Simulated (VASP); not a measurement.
# SrO (Cm) in VASP: single point with PBE

Aim: the single point of SrO with PBE.

Program: VASP 6.6.1. These are calculated values, not measurements. Logs are shortened: lines on timing, memory, paths and dates and some standing lists are left out, and cuts for length are marked.

### 1 The cell of the first run

It takes space group Cm (No. 8, monoclinic). Conventional cell: a = 7.405 Å, b = 4.275 Å, c = 5.156 Å, α = 90.00°, β = 90.00°, γ = 90.00°. Within 3.2 Å of Sr (site symmetry m) lie 5 O at 2.44 to 2.58 Å. Sr (site symmetry m) has 5 O at 2.42 to 2.58 Å within 3.2 Å. O (site symmetry m) has 5 Sr at 2.42 to 2.58 Å within 3.2 Å. O (site symmetry m) has 5 Sr at 2.44 to 2.58 Å within 3.2 Å.

### 2 Single point, PBE (all O atoms moved +0.050 Å, as atom 3 along Cartesian [0 1 0])

Contents of INCAR:

```
PREC = Accurate ; ENCUT = 600
EDIFF = 1E-6 ; ISMEAR = 0
SIGMA = 0.05 ; LREAL = F
LASPH = T ; NELM = 120
ALGO = Normal ; ISIF = 2
LWAVE = F ; LCHARG = T
GGA = PE ; LELF = T
LVHAR = T ; NBANDS = 24
GGA_COMPAT = F
```

Contents of KPOINTS:

```
Automatic mesh
0
Gamma
  6 6 6
```

Contents of POSCAR:

```
SrO
1.0
    4.2754662656      0.0000000000      0.0000000000
   -2.1377331328      3.7026623990      0.0000000000
    0.0000000000      0.0000000000      5.1555949900
Sr O
2 2
Direct
    0.3333333333      0.6666666667      0.9381277000
    0.6666666667      0.3333333333      0.4381277000
    0.3400852316      0.6801704633      0.4368723000
    0.6734185650      0.3468371300      0.9368723000
```

Potentials or basis: VASP PAW PBE potentials, release 64 (Sr_sv, O).

Started as:

```
$ cat potpaw_PBE.64/Sr_sv/POTCAR potpaw_PBE.64/O/POTCAR > POTCAR
$ mpirun -np 1 vasp_std > vasp.out
```

OUTCAR:

```text
PREC = Accurate
   ENCUT = 600
   EDIFF = 1E-6
   ISMEAR = 0
   LREAL = F
   LASPH = T
   NELM = 120
   ISIF = 2
   GGA = PE

 ion  position               nearest neighbor table
   1  0.333  0.667  0.938-   4 2.44   4 2.44   4 2.52   3 2.57   3 2.58   2 3.57   2 3.57   2 3.57
                             2 3.57   2 3.57   2 3.57
   2  0.667  0.333  0.438-   3 2.42   3 2.49   3 2.49   4 2.57   4 2.58   1 3.57   1 3.57   1 3.57
                             1 3.57   1 3.57   1 3.57
   3  0.340  0.680  0.437-   2 2.42   2 2.49   2 2.49   1 2.57   1 2.58
   4  0.673  0.347  0.937-   1 2.44   1 2.44   1 2.52   2 2.57   2 2.58

  LATTYP: Found a hexagonal cell.
 ALAT       =     4.2754662656
 C/A-ratio  =     1.2058556119

  Lattice vectors:

 A1 = (   4.2754662656,   0.0000000000,   0.0000000000)
 A2 = (  -2.1377331328,   3.7026623990,   0.0000000000)
 A3 = (   0.0000000000,   0.0000000000,   5.1555949900)

Analysis of symmetry for initial positions (statically):
=====================================================================
 Subroutine PRICEL returns:
 Original cell was already a primitive cell.

 Routine SETGRP: Setting up the symmetry group for a
 hexagonal supercell.

 Subroutine GETGRP returns: Found  2 space group operations
 (whereof  2 operations were pure point group operations)
 out of a pool of 24 trial point group operations.

The static configuration has the point symmetry C_1h.

Analysis of symmetry for dynamics (positions and initial velocities):
=====================================================================
 Subroutine PRICEL returns:
 Original cell was already a primitive cell.

 Routine SETGRP: Setting up the symmetry group for a
 hexagonal supercell.

 Subroutine GETGRP returns: Found  2 space group operations
 (whereof  2 operations were pure point group operations)
 out of a pool of 24 trial point group operations.

The dynamic configuration has the point symmetry C_1h.

 Subroutine INISYM returns: Found  2 space group operations
 (whereof  2 operations are pure point group operations),
 and found     1 'primitive' translations

----------------------------------------------------------------------------------------

                                     Primitive cell

  volume of cell :      81.6162

  direct lattice vectors                    reciprocal lattice vectors
     4.275466266  0.000000000  0.000000000     0.233892618  0.135037966  0.000000000
    -2.137733133  3.702662399  0.000000000     0.000000000  0.270075932  0.000000000
     0.000000000  0.000000000  5.155594990     0.000000000  0.000000000  0.193964034

  length of vectors
     4.275466266  4.275466266  5.155594990     0.270075932  0.270075932  0.193964034

  position of ions in fractional coordinates (direct lattice)
     0.333333333  0.666666667  0.938127700
     0.666666667  0.333333333  0.438127700
     0.340085232  0.680170463  0.436872300
     0.673418565  0.346837130  0.936872300

  ion indices of the primitive-cell ions
   primitive index   ion index
                 1           1
                 2           2
                 3           3
                 4           4

----------------------------------------------------------------------------------------

 KPOINTS: Automatic mesh

Automatic generation of k-mesh.
 Grid dimensions read from file:
 generate k-points for:    6    6    6

 Generating k-lattice:

  Cartesian coordinates                     Fractional coordinates (reciprocal lattice)
     0.038982103  0.022506328  0.000000000     0.166666667  0.000000000  0.000000000
     0.000000000  0.045012655  0.000000000     0.000000000  0.166666667  0.000000000
     0.000000000  0.000000000  0.032327339     0.000000000  0.000000000  0.166666667

  Length of vectors
     0.045012655  0.045012655  0.032327339

  Shift w.r.t. Gamma in fractional coordinates (k-lattice)
     0.000000000  0.000000000  0.000000000

 Subroutine IBZKPT returns following result:
 ===========================================

 Found     68 irreducible k-points:

 Following reciprocal coordinates:
            Coordinates               Weight
  0.000000  0.000000  0.000000      1.000000
  0.166667  0.000000  0.000000      4.000000
  0.000000  0.166667  0.000000      2.000000
  0.333333  0.000000  0.000000      4.000000
  0.000000  0.333333  0.000000      2.000000
  0.500000  0.000000  0.000000      2.000000
[... 16 lines left out ...]
  0.500000  0.000000  0.166667      4.000000
  0.000000  0.500000  0.166667      2.000000
 [... further k-points ...]
   k-points           NKPTS =     68   k-points in BZ     NKDIM =     68   number of bands    NBANDS=     24
   number of dos      NEDOS =    301   number of ions     NIONS =      4
   total plane-waves  NPLWV =  54432
   dimension x,y,z NGX =    36 NGY =   36 NGZ =   42
   dimension x,y,z NGXF=    72 NGYF=   72 NGZF=   84
   ions per type =               2   2
   NGX,Y,Z   is equivalent  to a cutoff of  14.00, 14.00, 13.54 a.u.
   NGXF,Y,Z  is equivalent  to a cutoff of  28.00, 28.00, 27.09 a.u.
 SYSTEM =  unknown system
   PREC   = accura    normal or accurate (medium, high low for compatibility)
   ISTART =      0    job   : 0-new  1-cont  2-samecut
   ICHARG =      2    charge: 1-file 2-atom 10-const
   ISPIN  =      1    spin polarized calculation?
   LNONCOLLINEAR =      F non collinear calculations
   LSORBIT =      F    spin-orbit coupling
   LASPH  =      T    aspherical Exc in radial PAW
   ENCUT  =  600.0 eV  44.10 Ry    6.64 a.u.   8.54  8.54 10.30*2*pi/ulx,y,z
   NELM   =    120;   NELMIN=  2; NELMDL= -5     # of ELM steps
   EDIFF  = 0.1E-05   stopping-criterion for ELM
   LREAL  =      F    real-space projection
   EDIFFG = 0.1E-04   stopping-criterion for IOM
   NSW    =      0    number of steps for IOM
   IBRION =     -1    ionic relax: 0-MD 1-quasi-New 2-CG
   NFREE  =      0    steps in history (QN), initial steepest desc. (CG)
   ISIF   =      2    stress and relaxation
   ISYM   =      2    0-nonsym 1-usesym 2-fastsym
   POTIM  = 0.5000    time-step for ionic-motion
   TEBEG  =    0.0;   TEEND  =   0.0 temperature during run
   PSTRESS=    0.0 pullay stress
   NELECT =      32.0000    total number of electrons
   NUPDOWN=      -1.0000    fix difference up-down
   EMIN   =  10.00;   EMAX   =-10.00  energy-range for DOS
   EFERMI =   0.00;   METHOD = LEGACY
   ISMEAR =     0;   SIGMA  =   0.05  broadening in eV -4-tet -1-fermi 0-gaus
   EFERMI_NEDOS =   21; number of points for ismear=-14 and -15
   IALGO  =     38    algorithm
   IMIX   =      4    mixing-type and parameters
     AMIX     =   0.40;   BMIX     =  1.00
     AMIX_MAG =   1.60;   BMIX_MAG =  1.00
  volume/ion in A,a.u.               =      20.40       137.69
  Fermi-wavevector in a.u.,A,eV,Ry     =   1.198209  2.264287 19.533960  1.435706
  Thomas-Fermi vector in A             =   2.334104
   LORBIT       =      0    0 simple, 1 ext, 2 COOP (PROOUT), +10 PAW based schemes
   GGA     = PE    functional components
   LHFCALC =     F    Hartree Fock is set to
   AEXX    =    0.0000 exact exchange contribution
   IVDW    =     0    specifies the selected vdW correction
   LEPSILON=     F    determine dielectric tensor
   LRPA    =     F    only Hartree local field effects (RPA)
 non-spin polarized calculation
 Gauss-broadening in eV      SIGMA  =   0.05
  energy-cutoff  :      600.00
  volume of cell :       81.62
 maximum number of plane-waves:      2751
 NGX is ok and might be reduce to    36
   NGX = 17   NGY = 17   NGZ = 21

 number of electron      32.0000002 magnetization

 Free energy of the ion-electron system (eV)
  ---------------------------------------------------
  ext. energy  EPLUGINS =         0.00000000
  ---------------------------------------------------
  free energy    TOTEN  =       -23.89010002 eV

  energy without entropy =      -23.89010002  energy(sigma->0) =      -23.89010002

 E-fermi :   1.0944     XC(G=0):  -8.9388

 val. band max:        0.7553336799   @ k =   0.0000   0.0000   0.0000
 cond. band min:       3.3883077337   @ k =   0.0000   0.0000   0.0000
 fundamental gap:      2.6329740538
 Fermi energy:         1.0943585033

 k-point     1 :       0.0000    0.0000    0.0000
  band No.  band energies     occupation
      1     -31.6565      2.00000
      2     -31.4915      2.00000
      3     -14.3003      2.00000
      4     -14.2774      2.00000
      5     -14.1830      2.00000
      6     -13.7947      2.00000
[... 16 lines left out ...]
     23       9.3262      0.00000
     24       9.5771      0.00000

 k-point     2 :       0.1667    0.0000    0.0000
  band No.  band energies     occupation
      1     -31.6424      2.00000
      2     -31.4969      2.00000
      3     -14.7531      2.00000
      4     -14.6679      2.00000
      5     -14.1320      2.00000
      6     -13.8331      2.00000
[... 16 lines left out ...]
     23       9.1645      0.00000
     24       9.2768      0.00000

 k-point     3 :       0.0000    0.1667    0.0000
  band No.  band energies     occupation
      1     -31.6424      2.00000
      2     -31.4969      2.00000
      3     -14.7566      2.00000
      4     -14.6621      2.00000
      5     -14.1319      2.00000
      6     -13.8312      2.00000
[... 16 lines left out ...]
     23       9.2172      0.00000
     24       9.2246      0.00000

 k-point     4 :       0.3333    0.0000    0.0000
  band No.  band energies     occupation
      1     -31.6085      2.00000
      2     -31.5132      2.00000
      3     -15.2093      2.00000
      4     -15.1093      2.00000
      5     -13.9931      2.00000
      6     -13.8992      2.00000
[... 16 lines left out ...]
     23       9.0763      0.00000
     24       9.4658      0.00000

 k-point     5 :       0.0000    0.3333    0.0000
  band No.  band energies     occupation
      1     -31.6085      2.00000
      2     -31.5132      2.00000
      3     -15.2181      2.00000
      4     -15.0959      2.00000
      5     -13.9930      2.00000
      6     -13.8973      2.00000
[... 16 lines left out ...]
     23       9.0466      0.00000
     24       9.4780      0.00000

 k-point     6 :       0.5000    0.0000    0.0000
  band No.  band energies     occupation
      1     -31.5839      2.00000
      2     -31.5290      2.00000
      3     -15.3772      2.00000
      4     -15.2743      2.00000
      5     -13.9298      2.00000
      6     -13.8825      2.00000
[... 16 lines left out ...]
     23       9.2856      0.00000
     24       9.5327      0.00000
[... 379 lines left out ...]
 k-point    21 :      -0.3333    0.0000    0.1667
  band No.  band energies     occupation
      1     -31.6018      2.00000
      2     -31.5192      2.00000
      3     -15.3360      2.00000
      4     -15.2346      2.00000
      5     -13.8756      2.00000
      6     -13.8345      2.00000
[... 16 lines left out ...]
     23       9.5006      0.00000
     24       9.6227      0.00000

 k-point    22 :       0.0000   -0.3333    0.1667
  band No.  band energies     occupation
      1     -31.6018      2.00000
      2     -31.5193      2.00000
      3     -15.3432      2.00000
      4     -15.2238      2.00000
      5     -13.8714      2.00000
      6     -13.8362      2.00000
[... 16 lines left out ...]
     23       9.4836      0.00000
     24       9.6439      0.00000

 k-point    23 :       0.5000    0.0000    0.1667
  band No.  band energies     occupation
      1     -31.5798      2.00000
      2     -31.5323      2.00000
      3     -15.4860      2.00000
      4     -15.3926      2.00000
      5     -13.9030      2.00000
      6     -13.7534      2.00000
[... 16 lines left out ...]
     23       9.3419      0.00000
     24       9.7753      0.00000

 k-point    24 :       0.0000    0.5000    0.1667
  band No.  band energies     occupation
      1     -31.5798      2.00000
      2     -31.5324      2.00000
      3     -15.4964      2.00000
      4     -15.3776      2.00000
      5     -13.9003      2.00000
      6     -13.7536      2.00000
[... 16 lines left out ...]
     23       9.3378      0.00000
     24       9.7755      0.00000

 [... further k-points ...]

------------------------ aborting loop because EDIFF is reached ----------------------------------------

  FORCE on cell =-STRESS in cart. coord.  units (eV):
  Direction    XX          YY          ZZ          XY          YZ          ZX
  --------------------------------------------------------------------------------------
  -------------------------------------------------------------------------------------
  Total        0.6475968      0.6738065      0.7529515      0.0000000      0.0032099      0.0000000
  in kB       12.7127319     13.2272444     14.7809102      0.0000000      0.0630119      0.0000000
  external PRESSURE =      13.5736288 kB  Pullay stress =       0.0000000 kB

 VOLUME and BASIS-vectors are now :
 -----------------------------------------------------------------------------
  energy-cutoff  :      600.00
  volume of cell :       81.62
      direct lattice vectors                 reciprocal lattice vectors
     4.275466266  0.000000000  0.000000000     0.233892618  0.135037966  0.000000000
    -2.137733133  3.702662399  0.000000000     0.000000000  0.270075932  0.000000000
     0.000000000  0.000000000  5.155594990     0.000000000  0.000000000  0.193964034

 POSITION                                       TOTAL-FORCE (eV/Angst)
 -----------------------------------------------------------------------------------
     -0.00000      2.46844      4.83661         0.000000      0.232963     -0.013613
      2.13773      1.23422      2.25881        -0.000000      0.261878     -0.013608
     -0.00000      2.51844      2.25234         0.000000     -0.260087      0.013609
      2.13773      1.28422      4.83013         0.000000     -0.234754      0.013613
 -----------------------------------------------------------------------------------
    total drift:                                0.000000      0.000102     -0.000663

  FREE ENERGIE OF THE ION-ELECTRON SYSTEM (eV)
  ---------------------------------------------------
  free  energy   TOTEN  =       -23.8901000228 eV

  energy  without entropy=      -23.8901000228  energy(sigma->0) =      -23.89010002
```

It took 2 min on 1 thread of AMD EPYC 7R13 (Zen 3), shared host; peak memory 0.27 GiB.

What came out:

| Property | Result |
| --- | --- |
| Free energy | -23.8901 eV |
| Pressure | 1.4 GPa |
| Largest force | 0.262 eV/Å |
| Band gap on the k mesh | 2.63 eV, direct |

Forces on the atoms (eV/Å):
```
Sr   0.000  0.233 -0.014
Sr   0.000  0.262 -0.014
O    0.000 -0.260  0.014
O    0.000 -0.235  0.014
```

Stress tensor (GPa, compression positive):
```
1.27 0.00 0.00
0.00 1.32 0.01
0.00 0.01 1.48
```

Levels at points of the mesh, in eV from the valence-band top:
| k point | band 12 | band 13 | band 14 | band 15 | band 16 | band 17 | band 18 | band 19 | band 20 | band 21 |
| --- | --- | --- | --- | --- | --- | --- | --- | --- | --- | --- |
| (0.00, 0.00, 0.00) | -1.04 | -0.88 | -0.88 | -0.33 | 0.00 | 2.63 | 6.12 | 6.13 | 7.10 | 8.04 |
| (0.50, 0.00, 0.00) | -0.85 | -0.37 | -0.36 | -0.33 | -0.27 | 4.30 | 4.81 | 5.10 | 7.13 | 8.05 |
| (0.00, 0.50, 0.00) | -0.85 | -0.37 | -0.36 | -0.32 | -0.26 | 4.29 | 4.84 | 5.06 | 7.14 | 8.05 |
| (0.00, 0.00, 0.50) | -1.24 | -1.10 | -1.10 | -1.06 | -1.05 | 4.33 | 4.33 | 7.81 | 7.81 | 7.87 |
| (0.50, 0.00, 0.50) | -1.61 | -0.89 | -0.89 | -0.43 | -0.43 | 4.84 | 5.02 | 7.36 | 7.40 | 8.11 |
| (0.00, 0.50, 0.50) | -1.60 | -0.89 | -0.89 | -0.43 | -0.43 | 4.75 | 5.10 | 7.34 | 7.42 | 8.10 |

Caveat: the cell differs from its parent crystal (all O atoms moved +0.050 Å, as atom 3 along Cartesian [0 1 0]).
